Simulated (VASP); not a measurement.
Wanted: the native input for a VASP 6.6.1 run.

```
Task                    : density of states
Functional              : LDA
Potentials or basis     : VASP PAW LDA potentials, release 64 (B, Sr_sv)
Cutoff                  : 520 eV
k mesh                  : 10 × 10 × 10
Occupations             : fermi-dirac, width 0.05 eV
Spin                    : no spin polarisation
Dipole correction       : no
k mesh for the DOS      : 15 × 15 × 15
Occupations for the DOS : tetrahedron
Further INCAR settings  : ALGO = Normal; EDIFF = 1e-07; NBANDS = 18
```

Sr2B (CdCl2 type):

```xyz
3
Lattice="2.4343 -1.4055 3.9782 0.0000 2.8109 3.9782 -2.4343 -1.4055 3.9782" Properties=species:S:1:pos:R:3 pbc="T T T"
B     0.0000    0.0000    0.0000
Sr    0.0000    0.0000    2.9834
Sr    0.0000    0.0000    8.9512
```

One way to write it, as run:

POSCAR

```
Sr2B
1.0
    2.4343335881     -1.4054631524      3.9781943035
    0.0000000000      2.8109263047      3.9781943035
   -2.4343335881     -1.4054631524      3.9781943035
B Sr
1 2
Direct
    0.0000000000      0.0000000000      0.0000000000
    0.2499809164      0.2499809164      0.2499809164
    0.7500190836      0.7500190836      0.7500190836
```

INCAR.step1

```
SYSTEM = Sr2B
ALGO     = Normal         ! electronic algorithm
EDIFF    = 1E-7           ! SCF threshold, eV
ENCUT    = 520            ! plane-wave cutoff, eV
ISIF     = 2              ! what is computed and relaxed
ISMEAR   = -1             ! smearing method
LASPH    = .True.         ! aspherical terms in the spheres
LCHARG   = .True.         ! write CHGCAR
LREAL    = .False.        ! projectors in reciprocal space
LWAVE    = .False.        ! write WAVECAR
NBANDS   = 18             ! bands
NELM     = 80             ! most SCF steps
PREC     = Accurate       ! precision mode
SIGMA    = 0.05           ! smearing width, eV
```

KPOINTS.step1

```
k-points
0
Gamma
  10 10 10
  0 0 0
```

INCAR.step2

```
SYSTEM = Sr2B
ALGO     = Normal         ! electronic algorithm
EDIFF    = 1E-7           ! SCF threshold, eV
ENCUT    = 520            ! plane-wave cutoff, eV
ICHARG   = 11             ! starting density
ISIF     = 2              ! what is computed and relaxed
ISMEAR   = -5             ! smearing method
LASPH    = .True.         ! aspherical terms in the spheres
LCHARG   = .False.        ! write CHGCAR
LORBIT   = 10             ! projections on sites
LREAL    = .False.        ! projectors in reciprocal space
LWAVE    = .False.        ! write WAVECAR
NBANDS   = 18             ! bands
NEDOS    = 1001           ! points of the DOS
NELM     = 80             ! most SCF steps
PREC     = Accurate       ! precision mode
SIGMA    = 0.05           ! smearing width, eV
```

KPOINTS.step2

```
k-points
0
Gamma
  15 15 15
  0 0 0
```

Potentials or basis: VASP PAW LDA potentials, release 64 (B, Sr_sv).

Run with:

```sh
$ cat potpaw_LDA.64/B/POTCAR potpaw_LDA.64/Sr_sv/POTCAR > POTCAR
$ cp INCAR.step1 INCAR
$ cp KPOINTS.step1 KPOINTS
$ mpirun -np 1 vasp_std > vasp.out
$ cp INCAR.step2 INCAR
$ cp KPOINTS.step2 KPOINTS
$ mpirun -np 1 vasp_std > vasp.out
```

Results of the run:

```yaml
Valence_electrons_inside_the_program's_atomic_spheres: B 1.57; Sr 8.07
```

Run time: 2.4 min on 1 thread of Intel(R) Xeon(R) 6975P-C (Granite Rapids), with other jobs on the host, peak memory 0.53 GiB.
